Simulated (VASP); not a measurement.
# CsCl (Pm-3m) in VASP: notebook, part 2 of 2

VASP 6.6.1. Earlier steps stand in the parts before.

## 3. Single point, PBEsol

INCAR

```
SYSTEM = CsCl
ALGO = Normal
EDIFF = 1E-6
ENCUT = 500
GGA = PS
GGA_COMPAT = .FALSE.
ISIF = 2
ISMEAR = -1
LASPH = .TRUE.
LCHARG = .FALSE.
LREAL = .FALSE.
LWAVE = .FALSE.
NBANDS = 15
NELM = 120
PREC = Accurate
SIGMA = 0.005
```

KPOINTS

```
k-points
0
G
  6 6 6
  0 0 0
```

POSCAR

```
CsCl
1.0
    4.0653527419      0.0000000000      0.0000000000
    0.0000000000      4.0653527419      0.0000000000
    0.0000000000      0.0000000000      4.0653527419
Cs Cl
1 1
Direct
    0.0000000000      0.0000000000      0.0000000000
    0.5000000000      0.5000000000      0.5000000000
```

Potentials or basis: VASP PAW PBE potentials, release 64 (Cs_sv, Cl).

Launch:

```console
$ cat potpaw_PBE.64/Cs_sv/POTCAR potpaw_PBE.64/Cl/POTCAR > POTCAR
$ mpirun -np 1 vasp_std > vasp.out
```

OUTCAR:

```text
SYSTEM = CsCl
   EDIFF = 1E-6
   ENCUT = 500
   GGA = PS
   ISIF = 2
   ISMEAR = -1
   LASPH = .TRUE.
   LREAL = .FALSE.
   NELM = 120
   PREC = Accurate

 ion  position               nearest neighbor table
   1  0.000  0.000  0.000-
   2  0.500  0.500  0.500-

  LATTYP: Found a simple cubic cell.
 ALAT       =     4.0653527419

  Lattice vectors:

 A1 = (   4.0653527419,   0.0000000000,   0.0000000000)
 A2 = (   0.0000000000,   4.0653527419,   0.0000000000)
 A3 = (   0.0000000000,   0.0000000000,   4.0653527419)

Analysis of symmetry for initial positions (statically):
=====================================================================
 Subroutine PRICEL returns:
 Original cell was already a primitive cell.

 Routine SETGRP: Setting up the symmetry group for a
 simple cubic supercell.

 Subroutine GETGRP returns: Found 48 space group operations
 (whereof 48 operations were pure point group operations)
 out of a pool of 48 trial point group operations.

The static configuration has the point symmetry O_h .

Analysis of symmetry for dynamics (positions and initial velocities):
=====================================================================
 Subroutine PRICEL returns:
 Original cell was already a primitive cell.

 Routine SETGRP: Setting up the symmetry group for a
 simple cubic supercell.

 Subroutine GETGRP returns: Found 48 space group operations
 (whereof 48 operations were pure point group operations)
 out of a pool of 48 trial point group operations.

The dynamic configuration has the point symmetry O_h .

 Subroutine INISYM returns: Found 48 space group operations
 (whereof 48 operations are pure point group operations),
 and found     1 'primitive' translations

----------------------------------------------------------------------------------------

                                     Primitive cell

  volume of cell :      67.1885

  direct lattice vectors                    reciprocal lattice vectors
     4.065352742  0.000000000  0.000000000     0.245981115  0.000000000  0.000000000
     0.000000000  4.065352742  0.000000000     0.000000000  0.245981115  0.000000000
     0.000000000  0.000000000  4.065352742     0.000000000  0.000000000  0.245981115

  length of vectors
     4.065352742  4.065352742  4.065352742     0.245981115  0.245981115  0.245981115

  position of ions in fractional coordinates (direct lattice)
     0.000000000  0.000000000  0.000000000
     0.500000000  0.500000000  0.500000000

  ion indices of the primitive-cell ions
   primitive index   ion index
                 1           1
                 2           2

----------------------------------------------------------------------------------------

 KPOINTS: k-points

Automatic generation of k-mesh.
 Grid dimensions read from file:
 generate k-points for:    6    6    6

 Generating k-lattice:

  Cartesian coordinates                     Fractional coordinates (reciprocal lattice)
     0.040996852  0.000000000  0.000000000     0.166666667  0.000000000  0.000000000
     0.000000000  0.040996852  0.000000000     0.000000000  0.166666667  0.000000000
     0.000000000  0.000000000  0.040996852     0.000000000  0.000000000  0.166666667

  Length of vectors
     0.040996852  0.040996852  0.040996852

  Shift w.r.t. Gamma in fractional coordinates (k-lattice)
     0.000000000  0.000000000  0.000000000

 Subroutine IBZKPT returns following result:
 ===========================================

 Found     20 irreducible k-points:

 Following reciprocal coordinates:
            Coordinates               Weight
  0.000000  0.000000  0.000000      1.000000
  0.166667  0.000000  0.000000      6.000000
  0.333333  0.000000  0.000000      6.000000
  0.500000  0.000000  0.000000      3.000000
  0.166667  0.166667  0.000000     12.000000
  0.333333  0.166667  0.000000     24.000000
[... 12 lines left out ...]
  0.500000  0.500000  0.333333      6.000000
  0.500000  0.500000  0.500000      1.000000
   k-points           NKPTS =     20   k-points in BZ     NKDIM =     20   number of bands    NBANDS=     15
   number of dos      NEDOS =    301   number of ions     NIONS =      2
   total plane-waves  NPLWV =  27000
   dimension x,y,z NGX =    30 NGY =   30 NGZ =   30
   dimension x,y,z NGXF=    60 NGYF=   60 NGZF=   60
   ions per type =               1   1
   NGX,Y,Z   is equivalent  to a cutoff of  12.27, 12.27, 12.27 a.u.
   NGXF,Y,Z  is equivalent  to a cutoff of  24.54, 24.54, 24.54 a.u.
 SYSTEM =  CsCl
   PREC   = accura    normal or accurate (medium, high low for compatibility)
   ISTART =      0    job   : 0-new  1-cont  2-samecut
   ICHARG =      2    charge: 1-file 2-atom 10-const
   ISPIN  =      1    spin polarized calculation?
   LNONCOLLINEAR =      F non collinear calculations
   LSORBIT =      F    spin-orbit coupling
   LASPH  =      T    aspherical Exc in radial PAW
   ENCUT  =  500.0 eV  36.75 Ry    6.06 a.u.   7.41  7.41  7.41*2*pi/ulx,y,z
   NELM   =    120;   NELMIN=  2; NELMDL= -5     # of ELM steps
   EDIFF  = 0.1E-05   stopping-criterion for ELM
   LREAL  =      F    real-space projection
   EDIFFG = 0.1E-04   stopping-criterion for IOM
   NSW    =      0    number of steps for IOM
   IBRION =     -1    ionic relax: 0-MD 1-quasi-New 2-CG
   NFREE  =      0    steps in history (QN), initial steepest desc. (CG)
   ISIF   =      2    stress and relaxation
   ISYM   =      2    0-nonsym 1-usesym 2-fastsym
   POTIM  = 0.5000    time-step for ionic-motion
   TEBEG  =    0.0;   TEEND  =   0.0 temperature during run
   PSTRESS=    0.0 pullay stress
   NELECT =      16.0000    total number of electrons
   NUPDOWN=      -1.0000    fix difference up-down
   EMIN   =  10.00;   EMAX   =-10.00  energy-range for DOS
   EFERMI =   0.00;   METHOD = LEGACY
   ISMEAR =    -1;   SIGMA  =   0.01  broadening in eV -4-tet -1-fermi 0-gaus
   EFERMI_NEDOS =   21; number of points for ismear=-14 and -15
   IALGO  =     38    algorithm
   IMIX   =      4    mixing-type and parameters
     AMIX     =   0.40;   BMIX     =  1.00
     AMIX_MAG =   1.60;   BMIX_MAG =  1.00
  volume/ion in A,a.u.               =      33.59       226.71
  Fermi-wavevector in a.u.,A,eV,Ry     =   1.014729  1.917559 14.009569  1.029674
  Thomas-Fermi vector in A             =   2.147973
   LORBIT       =      0    0 simple, 1 ext, 2 COOP (PROOUT), +10 PAW based schemes
   GGA     = PS    functional components
   LHFCALC =     F    Hartree Fock is set to
   AEXX    =    0.0000 exact exchange contribution
   IVDW    =     0    specifies the selected vdW correction
   LEPSILON=     F    determine dielectric tensor
   LRPA    =     F    only Hartree local field effects (RPA)
 non-spin polarized calculation
  energy-cutoff  :      500.00
  volume of cell :       67.19
 maximum number of plane-waves:      1743
 NGX is ok and might be reduce to    30
   NGX = 15   NGY = 15   NGZ = 15

 number of electron      16.0000008 magnetization

 Free energy of the ion-electron system (eV)
  ---------------------------------------------------
  ext. energy  EPLUGINS =         0.00000000
  ---------------------------------------------------
  free energy    TOTEN  =        -6.84492864 eV

  energy without entropy =       -6.84492864  energy(sigma->0) =       -6.84492864

 E-fermi :  -0.0383     XC(G=0):  -8.6740

 val. band max:       -0.1815085081   @ k =   0.0000   0.0000   0.0000
 cond. band min:       5.0292960530   @ k =   0.0000   0.0000   0.0000
 fundamental gap:      5.2108045611
 Fermi energy:        -0.0383092346

 k-point     1 :       0.0000    0.0000    0.0000
  band No.  band energies     occupation
      1     -19.5059      2.00000
      2     -12.3983      2.00000
      3      -5.9448      2.00000
      4      -5.9448      2.00000
      5      -5.9448      2.00000
      6      -0.1815      2.00000
      7      -0.1815      2.00000
      8      -0.1815      2.00000
      9       5.0293      0.00000
     10       5.0293      0.00000
     11       5.0562      0.00000
     12       9.9632      0.00000
     13       9.9632      0.00000
     14       9.9632      0.00000
[... 329 lines left out ...]
      2     -12.2114      2.00000
      3      -6.5425      2.00000
      4      -6.5425      2.00000
      5      -6.5425      2.00000
      6      -1.4299      2.00000
      7      -1.4299      2.00000
      8      -1.4299      2.00000
      9       8.4157      0.00000
     10       8.4157      0.00000
     11       8.4157      0.00000
     12      10.4292      0.00000
     13      10.4292      0.00000
     14      10.4292      0.00000
     15      12.6383      0.00000

------------------------ aborting loop because EDIFF is reached ----------------------------------------

  FORCE on cell =-STRESS in cart. coord.  units (eV):
  Direction    XX          YY          ZZ          XY          YZ          ZX
  --------------------------------------------------------------------------------------
  -------------------------------------------------------------------------------------
  Total        0.0344357      0.0344357      0.0344357      0.0000000      0.0000000     -0.0000000
  in kB        0.8211544      0.8211544      0.8211544      0.0000000      0.0000000     -0.0000000
  external PRESSURE =       0.8211544 kB  Pullay stress =       0.0000000 kB

 VOLUME and BASIS-vectors are now :
 -----------------------------------------------------------------------------
  energy-cutoff  :      500.00
  volume of cell :       67.19
      direct lattice vectors                 reciprocal lattice vectors
     4.065352742  0.000000000  0.000000000     0.245981115  0.000000000  0.000000000
     0.000000000  4.065352742  0.000000000     0.000000000  0.245981115  0.000000000
     0.000000000  0.000000000  4.065352742     0.000000000  0.000000000  0.245981115

 POSITION                                       TOTAL-FORCE (eV/Angst)
 -----------------------------------------------------------------------------------
      0.00000      0.00000      0.00000         0.000000      0.000000      0.000000
      2.03268      2.03268      2.03268         0.000000      0.000000      0.000000
 -----------------------------------------------------------------------------------
    total drift:                                0.000000      0.000000     -0.000000

  FREE ENERGIE OF THE ION-ELECTRON SYSTEM (eV)
  ---------------------------------------------------
  free  energy   TOTEN  =        -6.8449286437 eV

  energy  without entropy=       -6.8449286437  energy(sigma->0) =       -6.84492864
```

stdout:

```text
POSCAR found type information on POSCAR CsCl
 POSCAR found :  2 types and       2 ions
 scaLAPACK will be used
 -----------------------------------------------------------------------------
|                                                                             |
|                                                                             |
|     You enforced a specific xc type in the INCAR file but a different       |
|     I HOPE YOU KNOW WHAT YOU ARE DOING!                                     |
|                                                                             |
 -----------------------------------------------------------------------------

 LDA part: xc-table for (Slater+PW92), standard interpolation
 POSCAR, INCAR and KPOINTS ok, starting setup
 FFT: planning ... GRIDC
 FFT: planning ... GRID_SOFT
 FFT: planning ... GRID
 WAVECAR not read
 entering main loop
```

Wall time 15 s (1 thread of Intel Xeon Platinum 8259CL at 2.50GHz (Skylake/Cascade Lake), shared host); peak memory 0.17 GiB.

What came out:

```
Free energy            : -6.8449 eV
Pressure               : 0.1 GPa
Band gap on the k mesh : 5.21 eV, direct
```

Caveat: the PAW data sets were made with another functional, which shifts forces and pressure a little; spin-orbit coupling is left out, which moves the levels of the heavy elements. A k mesh can miss the band edges.
